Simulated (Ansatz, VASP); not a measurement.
## Cd2TeO in VASP and in Ansatz

Contents of INCAR:

```
SYSTEM = Cd2TeO
  ALGO = Normal
  EDIFF = 1E-6
  ENCUT = 520
  GGA = PS
  ISIF = 2
  ISMEAR = -1
  LASPH = .TRUE.
  LCHARG = .TRUE.
  LELF = .TRUE.
  LREAL = .FALSE.
  LVHAR = .TRUE.
  LWAVE = .FALSE.
  NBANDS = 26
  NELM = 100
  PREC = Accurate
  SIGMA = 0.02
```

KPOINTS

```
k-points
0
G
  6 6 6
  0 0 0
```

The input POSCAR:

```
Cd2TeO
1.0
    1.8891046715      1.0906750906      6.4185605697
   -1.8891046715      1.0906750906      6.4185605697
    0.0000000000     -2.1813501812      6.4185605697
O Te Cd
1 1 2
Direct
    1.0000000000      0.0000000000      0.0000000000
    0.5000000000      0.5000000000      0.5000000000
    0.2722029345      0.2722029345      0.2722029345
    0.7277970655      0.7277970655      0.7277970655
```

Input for Ansatz:

```yaml
crystal:
  lattice:
    - [1.8891046715, 1.0906750906, 6.4185605697]
    - [-1.8891046715, 1.0906750906, 6.4185605697]
    - [0.0, -2.1813501812, 6.4185605697]
  atoms:
    - { symbol: O, position: [1.0, 0.0, 0.0] }
    - { symbol: Te, position: [0.5, 0.5, 0.5] }
    - { symbol: Cd, position: [0.2722029345, 0.2722029345, 0.2722029345] }
    - { symbol: Cd, position: [0.7277970655, 0.7277970655, 0.7277970655] }
kpoints:
  mp_grid: { grid: [6, 6, 6] }
hamiltonian:
  xc: pbesol
scf:
  occupations: { method: fermi_dirac, width: 0.02 }
  n_extra_bands: 5
output:
  forces: true
  stress: true
  eigenvalues: true
```

Alike in both runs: task single point; functional PBEsol; k mesh 6 × 6 × 6; occupations fermi-dirac, width 0.02 eV; no spin polarisation.

|  | VASP | Ansatz |
| --- | --- | --- |
| version | VASP 6.6.1 | Ansatz 0.2.0 |
| potentials or method | VASP PAW PBE potentials, release 64 (O, Te, Cd) | plane waves, PAW |
| plane-wave cutoff (eV) | 520 | 420 |
| valence electrons in the cell | 36 | 62 |

```tsv
	VASP	Ansatz	Ansatz less VASP
pressure (GPa)	-1.8	-2.3	-0.48
traceless stress, the component that is largest in VASP (GPa)	1.29	1.31	+0.016
rms of the force components (eV/Å)	0.063	0.072	+0.0087
```

VASP's potentials were made for PBE, not for PBEsol. Atom by atom the forces differ by 0.009 eV/Å (rms over components). With one functional, cell and mesh, what is left measures potentials, basis and numerics. VASP's potentials hold 36 valence electrons a cell and Ansatz's 62, so a difference there can come from the potentials and not from the codes.

Neither program's run includes spin-orbit coupling.
